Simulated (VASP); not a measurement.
Wanted: the native input for a VASP 6.6.1 run.

```
Task                   : single point
Functional             : LDA
Potentials or basis    : VASP PAW LDA potentials, release 64 (Al)
Cutoff                 : 520 eV
k mesh                 : 20 × 20 × 20
Occupations            : gaussian, width 0.15 eV
Spin                   : no spin polarisation
Dipole correction      : no
Further INCAR settings : ALGO = Normal; EDIFF = 1e-06; NBANDS = 8
```

The structure of Al lies in POSCAR:

```
Al
1.0
    0.0000000000      2.0745795000      2.0745795000
    2.0745795000      0.0000000000      2.0745795000
    2.0745795000      2.0745795000      0.0000000000
Al
1
Direct
    0.0000000000      0.0000000000      0.0000000000
```

This cell differs from its parent crystal: strain +0.025 along x and y, +0.025 along z.

One way to write it, as run:

INCAR

```
  PREC = Accurate
  ENCUT = 520
  EDIFF = 1E-6
  ISMEAR = 0
  SIGMA = 0.15
  LREAL = F
  LASPH = T
  NELM = 100
  ALGO = Normal
  ISIF = 2
  LWAVE = F
  LCHARG = T
  LELF = T
  LVHAR = T
  NBANDS = 8
```

KPOINTS

```
regular mesh
0
Gamma
  20 20 20
```

Potentials or basis: VASP PAW LDA potentials, release 64 (Al).

Run with:

```bash
$ cat potpaw_LDA.64/Al/POTCAR > POTCAR
$ mpirun -np 1 vasp_std > vasp.out
```

It gave:

```
Pressure : -7.6 GPa
```

Caveat: the cell differs from its parent crystal (strain +0.025 along x and y, +0.025 along z).

It took 12 s on 1 thread of Intel(R) Xeon(R) Platinum 8488C (Sapphire Rapids) (shared host), peak memory 0.14 GiB.
